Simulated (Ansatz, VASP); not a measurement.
# One calculation of HfN, two programs

File INCAR:

```
SYSTEM = HfN
ALGO     = Normal         ! electronic algorithm
EDIFF    = 1E-7           ! SCF threshold, eV
ENCUT    = 520            ! plane-wave cutoff, eV
GGA      = PE             ! functional
ISIF     = 2              ! what is computed and relaxed
ISMEAR   = -1             ! smearing method
LASPH    = .True.         ! aspherical terms in the spheres
LCHARG   = .False.        ! write CHGCAR
LREAL    = .False.        ! projectors in reciprocal space
LWAVE    = .False.        ! write WAVECAR
NBANDS   = 14             ! bands
NELM     = 100            ! most SCF steps
PREC     = Accurate       ! precision mode
SIGMA    = 0.05           ! smearing width, eV
```

File KPOINTS:

```
k-points
0
Gamma
  14 14 14
  0 0 0
```

The input POSCAR:

```
HfN
1.0
    2.7072662135      0.0000000000      0.0000000000
    0.0000000000      2.7072662135      0.0000000000
    0.0000000000      0.0000000000      2.7072662135
Hf N
1 1
Direct
    0.0000000000      0.0000000000      0.0000000000
    0.5000000000      0.5000000000      0.5000000000
```

Input for Ansatz:

```yaml
crystal:
  lattice:
    - [2.7072662135, 0.0, 0.0]
    - [0.0, 2.7072662135, 0.0]
    - [0.0, 0.0, 2.7072662135]
  atoms:
    - { symbol: Hf, position: [0.0, 0.0, 0.0] }
    - { symbol: "N", position: [0.5, 0.5, 0.5] }
kpoints:
  mp_grid: { grid: [14, 14, 14] }
scf:
  occupations: { method: fermi_dirac, width: 0.05 }
hamiltonian:
  xc: pbe
  pseudopotentials: { kind: all_electron, lapw: { basis_error: 0.001 } }
output:
  forces: true
  stress: true
  eigenvalues: true
  populations: true
```

Change from the starting cell: volume scaled by 0.88, LAPW.

Alike in both runs: task single point; functional PBE; k mesh 14 × 14 × 14; occupations fermi-dirac, width 0.05 eV; no spin polarisation.

```csv
,VASP,Ansatz
version,VASP 6.6.1,Ansatz 0.2.0
potentials or method,"VASP PAW PBE potentials, release 64 (Hf_pv, N), cutoff 520 eV","all-electron LAPW, scalar-relativistic"
```

|  | VASP | Ansatz | Ansatz less VASP |
| --- | --- | --- | --- |
| pressure (GPa) | 35.6 | 39.4 | +3.85 |

The pressures are high and differ by over a tenth, so treat them with care. Ansatz ran all-electron here, and VASP with PAW potentials.

Neither program's run includes spin-orbit coupling.
